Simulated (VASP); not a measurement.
A run of VASP 6.6.1 is set up as follows.

File INCAR:

```
PREC = Accurate
ENCUT = 520
EDIFF = 1E-6
ISMEAR = -1
SIGMA = 0.05
LREAL = False
LASPH = True
NELM = 80
ALGO = Normal
ISIF = 2
LWAVE = False
LCHARG = True
GGA = PE
LELF = True
LVHAR = True
NBANDS = 80
```

The input KPOINTS:

```
Automatic mesh
0
Gamma
  3 2 3
```

The input POSCAR:

```
LiSc12
1.0
    6.6200000000      0.0000000000      0.0000000000
   -4.9650000000      8.5996320000      0.0000000000
    0.0000000000      0.0000000000      5.2761400000
Sc Li
12 1
Direct
   -0.0333397125     -0.0170054981     -0.0338361715
    0.1621070189      0.2397247901      0.5360057776
   -0.0084036517      0.3251562284      0.0431375967
    0.1653321271      0.5553537091      0.5146968766
    0.0031907069      0.6688259188      0.0089259115
    0.1440799503      0.8599505370      0.5056102199
    0.5040031847     -0.0247837487     -0.0390636711
    0.6986575071      0.2380613178      0.5447686387
    0.5248570665      0.3704132076     -0.0101435771
    0.6652512814      0.5547431411      0.4889145540
    0.5012331844      0.6667001136     -0.0123735917
    0.6695942728      0.8944038563      0.4616554331
    0.3489448639      0.1163260271      0.2336267033
```

Potentials or basis: VASP PAW PBE potentials, release 64 (Sc_sv, Li_sv).

The run is started by

```console
$ cat potpaw_PBE.64/Sc_sv/POTCAR potpaw_PBE.64/Li_sv/POTCAR > POTCAR
$ mpirun -np 1 vasp_std > vasp.out
```

What does it give for the largest force?

0.071 eV/Å.

What does it give for the band gap on the k mesh?

Zero (an odd number of electrons rules out a gap without spin polarisation).

Forces in eV/Å, atoms in the order of the input:
```
Sc   0.034  0.012 -0.019
Sc   0.040  0.004  0.021
Sc   0.012 -0.015 -0.006
Sc   0.007 -0.010 -0.038
Sc  -0.014 -0.017 -0.010
Sc  -0.014  0.046 -0.001
Sc   0.004  0.002 -0.018
Sc  -0.026 -0.004  0.031
Sc   0.008 -0.069  0.011
Sc   0.010  0.020  0.021
Sc  -0.005  0.009  0.037
Sc  -0.007  0.022 -0.005
Li  -0.050  0.000 -0.024
```

Caveat: the k points lie up to 0.40 Å⁻¹ apart, too coarse for converged energies and pressures of a metal.
